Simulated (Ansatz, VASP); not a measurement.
# GaN: VASP beside Ansatz

Contents of INCAR:

```
SYSTEM = GaN
PREC = Accurate ; ENCUT = 520
EDIFF = 1E-7 ; ISMEAR = 0
SIGMA = 0.05 ; LREAL = .False.
LASPH = .True. ; NELM = 100
ALGO = Normal ; ISIF = 2
LWAVE = .False. ; LCHARG = .False.
GGA = PE ; NBANDS = 16
```

File KPOINTS:

```
Automatic mesh
0
Gamma
  10 10 10
  0 0 0
```

The input POSCAR:

```
GaN
1.0
    0.0000000000      2.2535006075      2.1971630923
    2.2535006075      0.0000000000      2.1971630923
    2.2535006075      2.2535006075      0.0000000000
Ga N
1 1
Direct
    0.0000000000      0.0000000000      0.0000000000
    0.7500000000      0.7500000000      0.7500000000
```

Input for Ansatz:

```yaml
crystal:
  lattice:
    - [0.0, 2.2535006075, 2.1971630923]
    - [2.2535006075, 0.0, 2.1971630923]
    - [2.2535006075, 2.2535006075, 0.0]
  atoms:
    - { symbol: Ga, position: [0.0, 0.0, 0.0] }
    - { symbol: "N", position: [0.75, 0.75, 0.75] }
basis:
  ecutwfc: 420
kpoints:
  mp_grid: { grid: [10, 10, 10] }
hamiltonian:
  xc: pbe
scf:
  occupations: { method: gaussian, width: 0.05 }
output:
  forces: true
  stress: true
  eigenvalues: true
```

Change from the starting cell: strain +0.000 along x and y, -0.025 along z, atoms carried along.

Alike in both runs: task single point; functional PBE; k mesh 10 × 10 × 10; occupations gaussian, width 0.05 eV; no spin polarisation.

|  | VASP | Ansatz |
| --- | --- | --- |
| version | VASP 6.6.1 | Ansatz 0.2.0 |
| potentials or method | VASP PAW PBE potentials, release 64 (Ga_d, N), cutoff 520 eV | scalar-relativistic, plane waves, PAW |
| valence electrons in the cell | 18 | 18 |

VASP gave:

* gap on the k mesh at the Fermi level (eV): 1.81
* least direct gap on the mesh (eV): 1.81
* pressure (GPa): 10.2
* traceless stress, the component that is largest in VASP (GPa): 1.87

Which values does Ansatz return?

gap on the k mesh at the Fermi level (eV): 1.80; least direct gap on the mesh (eV): 1.80; pressure (GPa): 10.2; traceless stress, the component that is largest in VASP (GPa): 1.86.

With one functional, cell and mesh, what is left measures potentials, basis and numerics.
